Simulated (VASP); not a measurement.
Here is a VASP 6.6.1 calculation.

The input INCAR:

```
SYSTEM = Zn
PREC = Accurate
ENCUT = 520
EDIFF = 1E-6
ISMEAR = -1
SIGMA = 0.05
LREAL = .False.
LASPH = .True.
NELM = 80
ALGO = Fast
ISIF = 2
LWAVE = .False.
LCHARG = .False.
GGA = PE
NBANDS = 12
```

File KPOINTS:

```
regular mesh
0
Gamma
  11 12 12
  0 0 0
```

POSCAR

```
Zn
1.0
   -1.5935815700      1.7766151400      1.7460215800
    1.5039206500     -1.5066388000      1.3863843100
    1.5441115400      1.4571687700     -1.4760452300
Zn
1
Direct
    0.0000000000      0.0000000000      0.0000000000
```

Potentials or basis: VASP PAW PBE potentials, release 64 (Zn).

Run with:

```bash
$ cat potpaw_PBE.64/Zn/POTCAR > POTCAR
$ mpirun -np 1 vasp_std > vasp.out
```

(1) Predict the pressure.

(2) Predict the band gap on the k mesh.

Answers

(1) 2.4 GPa.

(2) zero (band 6 reaches 6.11 eV, above the bottom of band 7 at 0.40 eV).
